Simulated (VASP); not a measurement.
# Mn2Al2Cu (I4mm) in VASP: a series of runs, part 2 of 2

VASP 6.6.1. Earlier steps stand in the parts before.

## Step 3: Single point, PBEsol, collinear spin, ferromagnetic start

Contents of INCAR:

```
PREC = Accurate ; ENCUT = 520
EDIFF = 1E-6 ; ISMEAR = -1
SIGMA = 0.05 ; LREAL = F
LASPH = T ; NELM = 150
ALGO = Normal ; ISIF = 2
LWAVE = F ; LCHARG = F
ISPIN = 2 ; MAGMOM = 0.3 2 2 0 0
LORBIT = 11 ; NUPDOWN = 4.3
LMAXMIX = 4 ; GGA = PS
NBANDS = 34
```

Contents of KPOINTS:

```
Automatic mesh
0
Gamma
  11 11 11
```

Contents of POSCAR:

```
Mn2Al2Cu
1.0
   -1.3685920000      1.3685920000      8.5189360000
    1.3685920000     -1.3685920000      8.5189360000
    1.3685920000      1.3685920000     -8.5189360000
Cu Mn Al
1 2 2
Direct
    0.9907910000      0.9907910000      0.0000000000
    0.3879100000      0.3879100000      0.0000000000
    0.8133490000      0.8133490000      0.0000000000
    0.2175480000      0.2175480000      0.0000000000
    0.5904020000      0.5904020000      0.0000000000
```

Potentials or basis: VASP PAW PBE potentials, release 64 (Cu, Mn_pv, Al).

Run with:

```console
$ cat potpaw_PBE.64/Cu/POTCAR potpaw_PBE.64/Mn_pv/POTCAR potpaw_PBE.64/Al/POTCAR > POTCAR
$ mpirun -np 1 vasp_std > vasp.out
```

OUTCAR:

```text
PREC = Accurate
   ENCUT = 520
   EDIFF = 1E-6
   ISMEAR = -1
   LREAL = F
   LASPH = T
   NELM = 150
   ISIF = 2
   ISPIN = 2
   LORBIT = 11
   NUPDOWN = 4.3
   GGA = PS

 ion  position               nearest neighbor table
   1  0.991  0.991  0.000-   5 2.57   5 2.57   5 2.57   5 2.57   2 2.61   2 2.61   2 2.61   2 2.61

   2  0.388  0.388  0.000-   3 2.32   3 2.32   3 2.32   3 2.32   1 2.61   1 2.61   1 2.61   1 2.61
                             4 2.90
   3  0.813  0.813  0.000-   2 2.32   2 2.32   2 2.32   2 2.32   4 2.53   4 2.53   4 2.53   4 2.53

   4  0.218  0.218  0.000-   3 2.53   3 2.53   3 2.53   3 2.53   2 2.90   5 2.90   5 2.90   5 2.90
                             5 2.90
   5  0.590  0.590  0.000-   1 2.57   1 2.57   1 2.57   1 2.57   4 2.90   4 2.90   4 2.90   4 2.90

  LATTYP: Found a body centered tetragonal cell.
 ALAT       =     2.7371840000
 C/A-ratio  =     6.2245987117

  Lattice vectors:

 A1 = (  -1.3685920000,   1.3685920000,   8.5189360000)
 A2 = (   1.3685920000,  -1.3685920000,   8.5189360000)
 A3 = (   1.3685920000,   1.3685920000,  -8.5189360000)

Analysis of symmetry for initial positions (statically):
=====================================================================
 Subroutine PRICEL returns:
 Original cell was already a primitive cell.

 Routine SETGRP: Setting up the symmetry group for a
 body centered tetragonal supercell.

 Subroutine GETGRP returns: Found  8 space group operations
 (whereof  8 operations were pure point group operations)
 out of a pool of 16 trial point group operations.

The static configuration has the point symmetry C_4v.

Analysis of symmetry for dynamics (positions and initial velocities):
=====================================================================
 Subroutine PRICEL returns:
 Original cell was already a primitive cell.

 Routine SETGRP: Setting up the symmetry group for a
 body centered tetragonal supercell.

 Subroutine GETGRP returns: Found  8 space group operations
 (whereof  8 operations were pure point group operations)
 out of a pool of 16 trial point group operations.

The dynamic configuration has the point symmetry C_4v.

Analysis of structural, dynamic, and magnetic symmetry:
=====================================================================
 Subroutine PRICEL returns:
 Original cell was already a primitive cell.

 Routine SETGRP: Setting up the symmetry group for a
 body centered tetragonal supercell.

 Subroutine GETGRP returns: Found  8 space group operations
 (whereof  8 operations were pure point group operations)
 out of a pool of 16 trial point group operations.

The overall configuration has the point symmetry C_4v.

 Subroutine INISYM returns: Found  8 space group operations
 (whereof  8 operations are pure point group operations),
 and found     1 'primitive' translations

----------------------------------------------------------------------------------------

                                     Primitive cell

  volume of cell :      63.8254

  direct lattice vectors                    reciprocal lattice vectors
    -1.368592000  1.368592000  8.518936000     0.000000000  0.365338976  0.058692776
     1.368592000 -1.368592000  8.518936000     0.365338976  0.000000000  0.058692776
     1.368592000  1.368592000 -8.518936000     0.365338976  0.365338976  0.000000000

  length of vectors
     8.736037929  8.736037929  8.736037929     0.370023525  0.370023525  0.516667335

[... 92 lines left out ...]
   ISIF   =      2    stress and relaxation
   ISYM   =      2    0-nonsym 1-usesym 2-fastsym
   POTIM  = 0.5000    time-step for ionic-motion
   TEBEG  =    0.0;   TEEND  =   0.0 temperature during run
   PSTRESS=    0.0 pullay stress
   NELECT =      43.0000    total number of electrons
   NUPDOWN=       4.3000    fix difference up-down
   EMIN   =  10.00;   EMAX   =-10.00  energy-range for DOS
   EFERMI =   0.00;   METHOD = LEGACY
   ISMEAR =    -1;   SIGMA  =   0.05  broadening in eV -4-tet -1-fermi 0-gaus
   EFERMI_NEDOS =   21; number of points for ismear=-14 and -15
   IALGO  =     38    algorithm
   IMIX   =      4    mixing-type and parameters
     AMIX     =   0.40;   BMIX     =  1.00
     AMIX_MAG =   1.60;   BMIX_MAG =  1.00
  volume/ion in A,a.u.               =      12.77        86.14
  Fermi-wavevector in a.u.,A,eV,Ry     =   1.435159  2.712056 28.023647  2.059680
  Thomas-Fermi vector in A             =   2.554488
   LORBIT       =     11    0 simple, 1 ext, 2 COOP (PROOUT), +10 PAW based schemes
   GGA     = PS    functional components
   LHFCALC =     F    Hartree Fock is set to
   AEXX    =    0.0000 exact exchange contribution
   IVDW    =     0    specifies the selected vdW correction
   LEPSILON=     F    determine dielectric tensor
   LRPA    =     F    only Hartree local field effects (RPA)
 spin polarized calculation
  energy-cutoff  :      520.00
  volume of cell :       63.83
 maximum number of plane-waves:      1739
 NGX is ok and might be reduce to    70
   NGX = 33   NGY = 33   NGZ = 33

 number of electron      43.0000006 magnetization       4.3000002

 Free energy of the ion-electron system (eV)
  ---------------------------------------------------
  ext. energy  EPLUGINS =         0.00000000
  ---------------------------------------------------
  free energy    TOTEN  =       -31.39733987 eV

  energy without entropy =      -31.36447176  energy(sigma->0) =      -31.38090581

 E-fermi :   8.7995     XC(G=0): -12.1828

 val. band max:        9.5346733303   @ k =  -0.0909   0.4545   0.0909
 cond. band min:       8.8102677275   @ k =  -0.4545   0.1818   0.0909
 fundamental gap:     -0.7244056028
 Fermi energy:         9.5349579831

 spin component 1

 k-point     1 :       0.0000    0.0000    0.0000
  band No.  band energies     occupation
      1     -39.9418      1.00000
      2     -39.7852      1.00000
      3     -39.7852      1.00000
      4     -38.9245      1.00000
      5     -38.7811      1.00000
      6     -38.7811      1.00000
[... 853 lines left out ...]
     32      18.4084      0.00000
     33      18.9504      0.00000

 [... further k-points ...]

 spin component 2

 k-point     1 :       0.0000    0.0000    0.0000
  band No.  band energies     occupation
      1     -37.8052      1.00000
      2     -37.8052      1.00000
      3     -37.6399      1.00000
      4     -37.0247      1.00000
      5     -37.0195      1.00000
      6     -37.0195      1.00000
[... 853 lines left out ...]
     32      18.8665      0.00000
     33      19.3241      0.00000

 [... further k-points ...]

 [bands above 33 left out]

------------------------ aborting loop because EDIFF is reached ----------------------------------------

  FORCE on cell =-STRESS in cart. coord.  units (eV):
  Direction    XX          YY          ZZ          XY          YZ          ZX
  --------------------------------------------------------------------------------------
  -------------------------------------------------------------------------------------
  Total        2.8233538      2.8233538      1.0348104      0.0000000      0.0000000      0.0000000
  in kB       70.8732826     70.8732826     25.9763451      0.0000000      0.0000000      0.0000000
  external PRESSURE =      55.9076368 kB  Pullay stress =       0.0000000 kB

 VOLUME and BASIS-vectors are now :
 -----------------------------------------------------------------------------
  energy-cutoff  :      520.00
  volume of cell :       63.83
      direct lattice vectors                 reciprocal lattice vectors
    -1.368592000  1.368592000  8.518936000     0.000000000  0.365338976  0.058692776
     1.368592000 -1.368592000  8.518936000     0.365338976  0.000000000  0.058692776
     1.368592000  1.368592000 -8.518936000     0.365338976  0.365338976  0.000000000

 POSITION                                       TOTAL-FORCE (eV/Angst)
 -----------------------------------------------------------------------------------
      0.00000      0.00000     16.88097        -0.000000     -0.000000     -0.154446
      0.00000      0.00000      6.60916         0.000000      0.000000      1.169231
      0.00000      0.00000     13.85774         0.000000      0.000000     -0.839859
      0.00000      0.00000      3.70655        -0.000000     -0.000000     -0.032366
      0.00000      0.00000     10.05919        -0.000000     -0.000000     -0.142560
 -----------------------------------------------------------------------------------
    total drift:                                0.000001      0.000001     -0.001456

  FREE ENERGIE OF THE ION-ELECTRON SYSTEM (eV)
  ---------------------------------------------------
  free  energy   TOTEN  =       -31.3973398673 eV

  energy  without entropy=      -31.3644717568  energy(sigma->0) =      -31.38090581

 total charge

# of ion       s       p       d       tot
------------------------------------------
    1        0.481   0.438   9.134  10.054
    2        0.406   6.359   5.128  11.893
    3        0.410   6.378   5.295  12.083
    4        0.413   0.402   0.000   0.815
    5        0.410   0.379   0.000   0.789
--------------------------------------------------
tot          2.121  13.956  19.558  35.634

 magnetization (x)

# of ion       s       p       d       tot
------------------------------------------
    1        0.002   0.028   0.106   0.135
    2        0.009   0.030   2.547   2.585
    3       -0.005   0.024   1.091   1.110
    4        0.007   0.011   0.000   0.018
    5        0.020   0.029   0.000   0.049
--------------------------------------------------
tot          0.032   0.121   3.743   3.896
```

OSZICAR:

```text
N       E                     dE             d eps       ncg     rms          rms(c)
DAV:   1     0.398626806958E+03    0.39863E+03   -0.21716E+04 17864   0.161E+03
DAV:   2    -0.127152101599E+02   -0.41134E+03   -0.39179E+03 17150   0.413E+02
DAV:   3    -0.367698720091E+02   -0.24055E+02   -0.22464E+02 19914   0.116E+02
DAV:   4    -0.374074703693E+02   -0.63760E+00   -0.63499E+00 22082   0.193E+01
DAV:   5    -0.374302978553E+02   -0.22827E-01   -0.22823E-01 23522   0.349E+00    0.281E+01
DAV:   6    -0.497969331406E+02   -0.12367E+02   -0.17122E+02 22886   0.282E+02    0.367E+01
DAV:   7    -0.443546277296E+02    0.54423E+01   -0.13298E+02 21286   0.912E+01    0.383E+01
DAV:   8    -0.316693566136E+02    0.12685E+02   -0.29435E+01 21186   0.602E+01    0.789E+00
DAV:   9    -0.314064262976E+02    0.26293E+00   -0.28237E+00 25526   0.295E+01    0.344E+00
DAV:  10    -0.314706659424E+02   -0.64240E-01   -0.71366E-01 24940   0.744E+00    0.349E+00
DAV:  11    -0.314251893361E+02    0.45477E-01   -0.45559E-01 24536   0.129E+01    0.227E+00
DAV:  12    -0.313988945028E+02    0.26295E-01   -0.16755E-01 23606   0.117E+01    0.978E-01
DAV:  13    -0.313976511695E+02    0.12433E-02   -0.21650E-02 25482   0.203E+00    0.388E-01
DAV:  14    -0.313972527342E+02    0.39844E-03   -0.54428E-03 25314   0.160E+00    0.125E-01
DAV:  15    -0.313973736301E+02   -0.12090E-03   -0.12919E-03 25894   0.618E-01    0.739E-02
DAV:  16    -0.313973395087E+02    0.34121E-04   -0.12409E-04 24890   0.283E-01    0.208E-02
DAV:  17    -0.313973404920E+02   -0.98326E-06   -0.22776E-05 26110   0.473E-02    0.110E-02
DAV:  18    -0.313973398673E+02    0.62468E-06   -0.90161E-07 10874   0.132E-02
   1 F= -.31397340E+02 E0= -.31380906E+02  d E =-.328681E-01  mag=     4.3000
```

stdout:

```text
POSCAR found type information on POSCAR CuMnAl
 POSCAR found :  3 types and       5 ions
 scaLAPACK will be used
 -----------------------------------------------------------------------------
|                                                                             |
|                                                                             |
|     You enforced a specific xc type in the INCAR file but a different       |
|     I HOPE YOU KNOW WHAT YOU ARE DOING!                                     |
|                                                                             |
 -----------------------------------------------------------------------------

 LDA part: xc-table for (Slater+PW92), standard interpolation
 POSCAR, INCAR and KPOINTS ok, starting setup
 FFT: planning ... GRIDC
 FFT: planning ... GRID_SOFT
 FFT: planning ... GRID
 WAVECAR not read
 entering main loop
```

Wall time 1.7 h (1 thread of Oxide Virtual Turin-like, shared host); peak memory 1.2 GiB.

Results:

```
Free energy                                           : -31.3973 eV
Pressure                                              : 5.6 GPa
Largest force                                         : 1.169 eV/Å
Net moment                                            : 4.30 μB per cell
Site moments                                          : Cu +0.14; Mn +2.58, +1.11; Al +0.02, +0.05 μB
Valence electrons inside the program's atomic spheres : Cu 10.05; Mn 11.89, 12.08; Al 0.81, 0.79
```

Forces on the atoms (eV/Å):
```
Cu   0.000  0.000 -0.154
Mn   0.000  0.000  1.169
Mn   0.000  0.000 -0.840
Al   0.000  0.000 -0.032
Al   0.000  0.000 -0.143
```

Caveat: the cell stands under pressure; the PAW data sets were made with another functional, which shifts forces and pressure a little; the total moment is fixed, so each spin has its own Fermi level and the state may be an excited one.
